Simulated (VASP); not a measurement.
## TaBiO: single point with PBE

TaBiO:

```
Ta Bi O
1.0
     3.03156    0.00000    0.00000
     0.00000    3.03156    0.00000
     0.00000    0.00000    6.13662
Ta Bi O
1 1 1
Cartesian
  1.5158 1.5158 0.0000
  1.5158 1.5158 3.0683
  0.0000 0.0000 0.0000
```

The cell was built from a structure type or drawn by symmetry, and may not be a known phase.

* Program: VASP 6.6.1
* Task: single point
* Functional: PBE
* Potentials or basis: VASP PAW PBE potentials, release 64 (Ta_pv, Bi_d, O)
* Cutoff: 600 eV
* k mesh: 5 × 5 × 3
* Occupations: gaussian, width 0.15 eV
* Spin: no spin polarisation
* Dipole correction: no
* Further INCAR settings: ALGO = Normal; EDIFF = 1e-06; NBANDS = 23

```
Pressure               : 0.1 GPa
Band gap on the k mesh : zero (bands 16 and 17 overlap by 2.35 eV)
```

Stress tensor (GPa, compression positive):
```
 0.23  0.00  0.00
 0.00  0.23  0.00
 0.00  0.00 -0.02
```

Levels at points of the mesh, in eV from the Fermi level:
| k point | band 13 | band 14 | band 15 | band 16 | band 17 | band 18 | band 19 | band 20 |
| --- | --- | --- | --- | --- | --- | --- | --- | --- |
| (0.00, 0.00, 0.00) | -5.57 | -3.43 | -2.68 | -0.85 | 1.38 | 1.38 | 1.84 | 2.00 |

It took 7.2 s on 1 thread of Intel(R) Xeon(R) 6975P-C (Granite Rapids) (shared host), peak memory 0.18 GiB.

Caveat: the k points lie up to 0.41 Å⁻¹ apart, too coarse for converged energies and pressures of a metal; spin-orbit coupling is left out, which moves the levels of the heavy elements.
